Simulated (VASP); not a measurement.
# Zr (P6_3/mmc) in VASP: a series of runs

Zr is run at these levels: PBE; tasks: relaxation of shape and atoms at fixed volume.

Program: VASP 6.6.1. These are calculated values, not measurements. Logs are shortened: lines on timing, memory, paths and dates and some standing lists are left out, and cuts for length are marked.

### 1 The cell of the first run

The structure is hexagonal, space group P6_3/mmc (No. 194). Conventional cell: a = 3.162 Å, b = 3.162 Å, c = 5.078 Å, α = 90.00°, β = 90.00°, γ = 120.00°. Zr (site symmetry -6m2) has 12 Zr at 3.13 to 3.16 Å within 4.1 Å.

### 2 Relaxation of shape and atoms at fixed volume, PBE (21.99 Å³/atom)

Input file INCAR:

```
  PREC = Accurate
  ENCUT = 600
  EDIFF = 1E-7
  ISMEAR = 0
  SIGMA = 0.1
  LREAL = False
  LASPH = True
  NELM = 60
  ALGO = Fast
  ISIF = 4
  LWAVE = False
  LCHARG = False
  GGA = PE
  IBRION = 2
  NSW = 50
  EDIFFG = -0.01
```

Input file KPOINTS:

```
regular mesh
0
Gamma
  15 15 8
```

Input file POSCAR:

```
Zr
1.0
    3.1624338028      0.0000000000      0.0000000000
   -1.5812169014      2.7387480111      0.0000000000
    0.0000000000      0.0000000000      5.0775770937
Zr
2
Direct
    0.3333333333      0.6666666667      0.2500000000
    0.6666666667      0.3333333333      0.7500000000
```

Potentials or basis: VASP PAW PBE potentials, release 64 (Zr_sv).

Run with:

```bash
$ cat potpaw_PBE.64/Zr_sv/POTCAR > POTCAR
$ mpirun -np 1 vasp_std > vasp.out
```

OUTCAR:

```text
PREC = Accurate
   ENCUT = 600
   EDIFF = 1E-7
   ISMEAR = 0
   LREAL = False
   LASPH = True
   NELM = 60
   ISIF = 4
   GGA = PE
   IBRION = 2
   NSW = 50
   EDIFFG = -0.01

 ion  position               nearest neighbor table
   1  0.333  0.667  0.250-   2 3.13   2 3.13   2 3.13   2 3.13   2 3.13   2 3.13
   2  0.667  0.333  0.750-   1 3.13   1 3.13   1 3.13   1 3.13   1 3.13   1 3.13

  LATTYP: Found a hexagonal cell.
 ALAT       =     3.1624338028
 C/A-ratio  =     1.6055915824

  Lattice vectors:

 A1 = (   3.1624338028,   0.0000000000,   0.0000000000)
 A2 = (  -1.5812169014,   2.7387480111,   0.0000000000)
 A3 = (   0.0000000000,   0.0000000000,   5.0775770937)

Analysis of symmetry for initial positions (statically):
=====================================================================
 Subroutine PRICEL returns:
 Original cell was already a primitive cell.

 Routine SETGRP: Setting up the symmetry group for a
 hexagonal supercell.

 Subroutine GETGRP returns: Found 24 space group operations
 (whereof 12 operations were pure point group operations)
 out of a pool of 24 trial point group operations.

The static configuration has the point symmetry D_3d.
 The point group associated with its full space group is D_6h.

Analysis of symmetry for dynamics (positions and initial velocities):
=====================================================================
 Subroutine PRICEL returns:
 Original cell was already a primitive cell.

 Routine SETGRP: Setting up the symmetry group for a
 hexagonal supercell.

 Subroutine GETGRP returns: Found 24 space group operations
 (whereof 12 operations were pure point group operations)
 out of a pool of 24 trial point group operations.

The dynamic configuration has the point symmetry D_3d.
 The point group associated with its full space group is D_6h.

 Subroutine INISYM returns: Found 24 space group operations
 (whereof 12 operations are pure point group operations),
 and found     1 'primitive' translations

----------------------------------------------------------------------------------------

                                     Primitive cell

  volume of cell :      43.9775

  direct lattice vectors                    reciprocal lattice vectors
     3.162433803  0.000000000  0.000000000     0.316212153  0.182565171  0.000000000
    -1.581216901  2.738748011  0.000000000     0.000000000  0.365130343  0.000000000
     0.000000000  0.000000000  5.077577094     0.000000000  0.000000000  0.196944326

  length of vectors
     3.162433803  3.162433803  5.077577094     0.365130343  0.365130343  0.196944326

  position of ions in fractional coordinates (direct lattice)
     0.333333333  0.666666667  0.250000000
     0.666666667  0.333333333  0.750000000

  ion indices of the primitive-cell ions
   primitive index   ion index
                 1           1
                 2           2

----------------------------------------------------------------------------------------

 KPOINTS: regular mesh

Automatic generation of k-mesh.
 Grid dimensions read from file:
 generate k-points for:   15   15    8

 Generating k-lattice:

  Cartesian coordinates                     Fractional coordinates (reciprocal lattice)
     0.021080810  0.012171011  0.000000000     0.066666667  0.000000000  0.000000000
     0.000000000  0.024342023  0.000000000     0.000000000  0.066666667  0.000000000
     0.000000000  0.000000000  0.024618041     0.000000000  0.000000000  0.125000000

  Length of vectors
     0.024342023  0.024342023  0.024618041

  Shift w.r.t. Gamma in fractional coordinates (k-lattice)
     0.000000000  0.000000000  0.000000000

 Subroutine IBZKPT returns following result:
 ===========================================

 Found    135 irreducible k-points:

 Following reciprocal coordinates:
            Coordinates               Weight
  0.000000  0.000000  0.000000      1.000000
  0.066667  0.000000  0.000000      6.000000
  0.133333  0.000000  0.000000      6.000000
  0.200000  0.000000  0.000000      6.000000
  0.266667  0.000000  0.000000      6.000000
  0.333333  0.000000  0.000000      6.000000
[... 16 lines left out ...]
  0.333333  0.200000  0.000000     12.000000
  0.400000  0.200000  0.000000      6.000000
 [... further k-points ...]
   k-points           NKPTS =    135   k-points in BZ     NKDIM =    135   number of bands    NBANDS=     16
   number of dos      NEDOS =    301   number of ions     NIONS =      2
   total plane-waves  NPLWV =  32928
   dimension x,y,z NGX =    28 NGY =   28 NGZ =   42
   dimension x,y,z NGXF=    56 NGYF=   56 NGZF=   84
   ions per type =               2
   NGX,Y,Z   is equivalent  to a cutoff of  14.72, 14.72, 13.75 a.u.
   NGXF,Y,Z  is equivalent  to a cutoff of  29.44, 29.44, 27.50 a.u.
 SYSTEM =  unknown system
   PREC   = accura    normal or accurate (medium, high low for compatibility)
   ISTART =      0    job   : 0-new  1-cont  2-samecut
   ICHARG =      2    charge: 1-file 2-atom 10-const
   ISPIN  =      1    spin polarized calculation?
   LNONCOLLINEAR =      F non collinear calculations
   LSORBIT =      F    spin-orbit coupling
   LASPH  =      T    aspherical Exc in radial PAW
   ENCUT  =  600.0 eV  44.10 Ry    6.64 a.u.   6.32  6.32 10.14*2*pi/ulx,y,z
   NELM   =     60;   NELMIN=  2; NELMDL= -5     # of ELM steps
   EDIFF  = 0.1E-06   stopping-criterion for ELM
   LREAL  =      F    real-space projection
   EDIFFG = -.1E-01   stopping-criterion for IOM
   NSW    =     50    number of steps for IOM
   IBRION =      2    ionic relax: 0-MD 1-quasi-New 2-CG
   NFREE  =      1    steps in history (QN), initial steepest desc. (CG)
   ISIF   =      4    stress and relaxation
   ISYM   =      2    0-nonsym 1-usesym 2-fastsym
   POTIM  = 0.5000    time-step for ionic-motion
   TEBEG  =    0.0;   TEEND  =   0.0 temperature during run
   PSTRESS=    0.0 pullay stress
   NELECT =      24.0000    total number of electrons
   NUPDOWN=      -1.0000    fix difference up-down
   EMIN   =  10.00;   EMAX   =-10.00  energy-range for DOS
   EFERMI =   0.00;   METHOD = LEGACY
   ISMEAR =     0;   SIGMA  =   0.10  broadening in eV -4-tet -1-fermi 0-gaus
   EFERMI_NEDOS =   21; number of points for ismear=-14 and -15
   IALGO  =     68    algorithm
   IMIX   =      4    mixing-type and parameters
     AMIX     =   0.40;   BMIX     =  1.00
     AMIX_MAG =   1.60;   BMIX_MAG =  1.00
  volume/ion in A,a.u.               =      21.99       148.39
  Fermi-wavevector in a.u.,A,eV,Ry     =   1.337833  2.528138 24.351668  1.789797
  Thomas-Fermi vector in A             =   2.466351
   LORBIT       =      0    0 simple, 1 ext, 2 COOP (PROOUT), +10 PAW based schemes
   GGA     = PE    functional components
   LHFCALC =     F    Hartree Fock is set to
   AEXX    =    0.0000 exact exchange contribution
   IVDW    =     0    specifies the selected vdW correction
   LEPSILON=     F    determine dielectric tensor
   LRPA    =     F    only Hartree local field effects (RPA)
 conjugate gradient relaxation of ions
 non-spin polarized calculation
 RMM-DIIS sequential band-by-band and
 Gauss-broadening in eV      SIGMA  =   0.10
  energy-cutoff  :      600.00
  volume of cell :       43.98
 maximum number of plane-waves:      1496
 NGX is ok and might be reduce to    28
   NGX = 13   NGY = 13   NGZ = 21

--------------------------------------- Ionic step        1  -------------------------------------------

 number of electron      24.0000000 magnetization

 Free energy of the ion-electron system (eV)
  ---------------------------------------------------
  ext. energy  EPLUGINS =         0.00000000
  ---------------------------------------------------
  free energy    TOTEN  =       -16.99164168 eV

  energy without entropy =      -16.98163461  energy(sigma->0) =      -16.98663815

------------------------ aborting loop because EDIFF is reached ----------------------------------------

  FORCE on cell =-STRESS in cart. coord.  units (eV):
  Direction    XX          YY          ZZ          XY          YZ          ZX
  --------------------------------------------------------------------------------------
  -------------------------------------------------------------------------------------
  Total        1.7233006      1.7233006      1.8194630      0.0000000     -0.0000000      0.0000000
  in kB       62.7829301     62.7829301     66.2862993      0.0000000     -0.0000000      0.0000000
  external PRESSURE =      63.9507199 kB  Pullay stress =       0.0000000 kB
[... 57 lines left out ...]
  energy  without entropy=      -16.9817066092  energy(sigma->0) =      -16.98672268

--------------------------------------- Ionic step        3  -------------------------------------------

 number of electron      24.0000000 magnetization

 Free energy of the ion-electron system (eV)
  ---------------------------------------------------
  ext. energy  EPLUGINS =         0.00000000
  ---------------------------------------------------
  free energy    TOTEN  =       -16.99174576 eV

  energy without entropy =      -16.98169107  energy(sigma->0) =      -16.98671842

 E-fermi :   9.6627     XC(G=0): -11.3440

 val. band max:        9.6563483854   @ k =   0.2000   0.1333   0.3750
 cond. band min:       9.6705869596   @ k =   0.1333   0.0000   0.0000
 fundamental gap:      0.0142385743
 Fermi energy:         9.6627109475

 k-point     1 :       0.0000    0.0000    0.0000
  band No.  band energies     occupation
      1     -39.0835      2.00000
      2     -38.8965      2.00000
      3     -17.7005      2.00000
      4     -16.6627      2.00000
      5     -16.6627      2.00000
      6     -16.5224      2.00000
[... 8 lines left out ...]
     15      11.2569      0.00000
     16      11.2569      0.00000
[... 420 lines left out ...]
  band No.  band energies     occupation
      1     -38.8885      2.00000
      2     -38.8506      2.00000
      3     -17.4367      2.00000
      4     -17.2445      2.00000
      5     -17.1044      2.00000
      6     -17.0793      2.00000
[... 8 lines left out ...]
     15      11.3215      0.00000
     16      14.0803      0.00000

 [... further k-points ...]

------------------------ aborting loop because EDIFF is reached ----------------------------------------

  FORCE on cell =-STRESS in cart. coord.  units (eV):
  Direction    XX          YY          ZZ          XY          YZ          ZX
  --------------------------------------------------------------------------------------
  -------------------------------------------------------------------------------------
  Total        1.7501358      1.7501358      1.7342069      0.0000000      0.0000000      0.0000000
  in kB       63.7605828     63.7605828     63.1802670      0.0000000      0.0000000      0.0000000
  external PRESSURE =      63.5671442 kB  Pullay stress =       0.0000000 kB
[... 17 lines left out ...]
  FREE ENERGIE OF THE ION-ELECTRON SYSTEM (eV)
  ---------------------------------------------------
  free  energy   TOTEN  =       -16.9917457642 eV

  energy  without entropy=      -16.9816910736  energy(sigma->0) =      -16.98671842

 reached required accuracy - stopping structural energy minimisation
```

Run time: 5.9 min. Hardware: 1 thread of Intel Xeon Platinum 8259CL at 2.50GHz (Skylake/Cascade Lake), shared host; peak memory 0.25 GiB.

What came out:

- Free energy: -16.9917 eV
- Energy gained by relaxing: 0.1 meV/atom
- Ionic steps: 3
- Pressure after relaxing: 6.4 GPa
- Band gap on the k mesh: zero (bands 12 and 13 overlap by 1.36 eV)

Step by step:
```
step  energy change (eV)  largest force (eV/Å)  pressure (GPa)  volume (Å³)
   1              0.0000                0.0000            6.40        43.98
   2             -0.0001                0.0000            6.37        43.98
   3             -0.0001                0.0000            6.36        43.98
```

Final structure:
```xyz
2
Lattice="3.1582 0.0000 0.0000 -1.5791 2.7351 0.0000 0.0000 0.0000 5.0911" Properties=species:S:1:pos:R:3 pbc="T T T"
Zr    0.0000    1.8234    1.2728
Zr    1.5791    0.9117    3.8183
```

### 3 Relaxation of shape and atoms at fixed volume, PBE (22.69 Å³/atom)

This run uses another cell than the first one, of 22.69 Å³/atom.

Input file INCAR:

```
SYSTEM = Zr
  PREC = Accurate
  ENCUT = 600
  EDIFF = 1E-6
  ISMEAR = 0
  SIGMA = 0.1
  LREAL = .FALSE.
  LASPH = .TRUE.
  NELM = 60
  ALGO = Fast
  ISIF = 4
  LWAVE = .FALSE.
  LCHARG = .FALSE.
  GGA = PE
  IBRION = 2
  NSW = 50
  EDIFFG = -0.01
```

Input file KPOINTS:

```
Automatic mesh
0
G
  15 15 8
  0 0 0
```

Input file POSCAR:

```
Zr
1.0
    3.2001331881      0.0000000000      0.0000000000
   -1.6000665940      2.7713966364      0.0000000000
    0.0000000000      0.0000000000      5.1169030215
Zr
2
Direct
    0.3333333333      0.6666666667      0.2500000000
    0.6666666667      0.3333333333      0.7500000000
```

Potentials or basis: VASP PAW PBE potentials, release 64 (Zr_sv).

Run with:

```bash
$ cat potpaw_PBE.64/Zr_sv/POTCAR > POTCAR
$ mpirun -np 1 vasp_std > vasp.out
```

Wall time 4.6 min (1 thread of Intel Xeon Platinum 8259CL at 2.50GHz (Skylake/Cascade Lake), shared host); peak memory 0.25 GiB.

It converged, with:

- Free energy: -17.0329 eV
- Energy gained by relaxing: 0.1 meV/atom
- Ionic steps: 4
- Pressure after relaxing: 3.0 GPa
- Band gap on the k mesh: zero (bands 12 and 13 overlap by 1.27 eV)

The path:
| step | energy change (eV) | largest force (eV/Å) | pressure (GPa) | volume (Å³) |
| --- | --- | --- | --- | --- |
| 1 | 0.0000 | 0.0000 | 3.01 | 45.38 |
| 2 | -0.0001 | 0.0000 | 2.98 | 45.38 |
| 3 | -0.0001 | 0.0000 | 2.97 | 45.38 |
| 4 | -0.0001 | 0.0000 | 2.98 | 45.38 |

Final structure:
```
CELL_PARAMETERS angstrom
3.19617 0.00000 0.00000
-1.59809 2.76797 0.00000
0.00000 0.00000 5.12959
ATOMIC_POSITIONS crystal
Zr 0.33333 0.66667 0.25000
Zr 0.66667 0.33333 0.75000
```

Levels at points of the mesh, in eV from the Fermi level:
```tsv
k point	band 8	band 9	band 10	band 11	band 12	band 13	band 14	band 15	band 16
(0.00, 0.00, 0.00)	-26.28	-5.72	-3.12	0.86	0.86	0.94	1.19	1.56	1.56
(0.00, 0.00, 0.50)	-26.35	-4.00	-4.00	-0.01	-0.01	0.78	0.78	0.78	0.78
```

### 4 Relaxation of shape and atoms at fixed volume, PBE (24.09 Å³/atom)

This run uses another cell than the first one, of 24.09 Å³/atom.

Input file INCAR:

```
SYSTEM = Zr
PREC = Accurate ; ENCUT = 600
EDIFF = 1E-6 ; ISMEAR = 0
SIGMA = 0.1 ; LREAL = .False.
LASPH = .True. ; NELM = 80
ALGO = Fast ; ISIF = 4
LWAVE = .False. ; LCHARG = .False.
GGA = PE ; IBRION = 2
NSW = 50 ; EDIFFG = -0.01
```

Input file KPOINTS:

```
Automatic mesh
0
Gamma
  15 15 8
  0 0 0
```

Input file POSCAR:

```
Zr
1.0
    3.2647997660      0.0000000000      0.0000000000
   -1.6323998830      2.8273995357      0.0000000000
    0.0000000000      0.0000000000      5.2203026579
Zr
2
Direct
    0.3333333333      0.6666666667      0.2500000000
    0.6666666667      0.3333333333      0.7500000000
```

Run with:

```bash
$ cat potpaw_PBE.64/Zr_sv/POTCAR > POTCAR
$ mpirun -np 1 vasp_std > vasp.out
```

It took 2.8 min on 1 thread of Intel Xeon Platinum 8259CL at 2.50GHz (Skylake/Cascade Lake), shared host; peak memory 0.26 GiB.

Results (log left out):

```yaml
Free_energy: -17.0347 eV
Energy_gained_by_relaxing: 0.0 meV/atom
Ionic_steps: 2
Pressure_after_relaxing: -2.6 GPa
Band_gap_on_the_k_mesh: zero (bands 12 and 13 overlap by 1.15 eV)
```

Final structure:
```
Zr
1.0
     3.26626    0.00000    0.00000
    -1.63313    2.82867    0.00000
     0.00000    0.00000    5.21563
Zr
2
Direct
  0.33333 0.66667 0.25000
  0.66667 0.33333 0.75000
```

Levels at points of the mesh, in eV from the Fermi level:
| k point | band 8 | band 9 | band 10 | band 11 | band 12 | band 13 | band 14 | band 15 | band 16 |
| --- | --- | --- | --- | --- | --- | --- | --- | --- | --- |
| (0.00, 0.00, 0.00) | -26.48 | -5.61 | -2.96 | 0.84 | 0.84 | 0.96 | 1.01 | 1.50 | 1.50 |
| (0.00, 0.00, 0.50) | -26.54 | -3.95 | -3.95 | 0.02 | 0.02 | 0.75 | 0.75 | 0.75 | 0.75 |

### 5 The runs side by side

```csv
cell,gap on the mesh (eV),pressure (GPa)
"relaxed from a = 3.162, b = 3.162, c = 5.078 Å, angles 90.0, 90.0, 120.0°, 2 atoms",none,6.4
"relaxed from a = 3.200, b = 3.200, c = 5.117 Å, angles 90.0, 90.0, 120.0°, 2 atoms",none,3.0
"relaxed from a = 3.265, b = 3.265, c = 5.220 Å, angles 90.0, 90.0, 120.0°, 2 atoms",none,-2.6
```

Alike in all rows: task relaxation of shape and atoms at fixed volume; level PBE; potentials or basis VASP PAW PBE potentials, release 64 (Zr_sv); no spin polarisation; k mesh 15 × 15 × 8; cutoff (eV) 600; smearing gaussian 0.1 eV.

Total energies depend on the potentials used, so only differences within one code and one set of settings carry meaning.
